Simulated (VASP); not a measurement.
System: Te2Mo, a slab with vacuum.

```
Te Mo
1.0
     3.56138    0.00000    0.00000
    -1.78069    3.08425    0.00000
     0.00000    0.00000   38.99027
Te Mo
8 4
Cartesian
  0.0000 2.0562 12.7975
  0.0000 2.0562 37.1116
  1.7807 1.0281 5.4618
  1.7807 1.0281 29.7742
  1.7807 1.0281 1.8786
  1.7807 1.0281 26.1928
  0.0000 2.0562 9.2161
  0.0000 2.0562 33.5285
  1.7807 1.0281 11.0084
  1.7807 1.0281 35.3197
  0.0000 2.0562 3.6706
  0.0000 2.0562 27.9818
```

Base run:

| Quantity | Value |
| --- | --- |
| Program | VASP 6.6.1 |
| Functional | revPBE |
| Potentials or basis | VASP PAW PBE potentials, release 64 (Te, Mo_sv) |
| Cutoff | 520 eV |
| k mesh | 9 × 9 × 1 |
| Occupations | fermi-dirac, width 0.05 eV |
| Spin | no spin polarisation |

Its results: band gap on the k mesh 1.00 eV; largest force 0.352 eV/Å.

Q: The run is repeated on the same cell with these changes: functional from revPBE to r2SCAN. What comes out?

A: Band gap on the k mesh 1.08 eV; largest force 0.018 eV/Å.

Caveats: the PAW data sets were made with another functional, which shifts forces and pressure a little; spin-orbit coupling is left out, which moves the levels of the heavy elements.

A k mesh can miss the band edges.
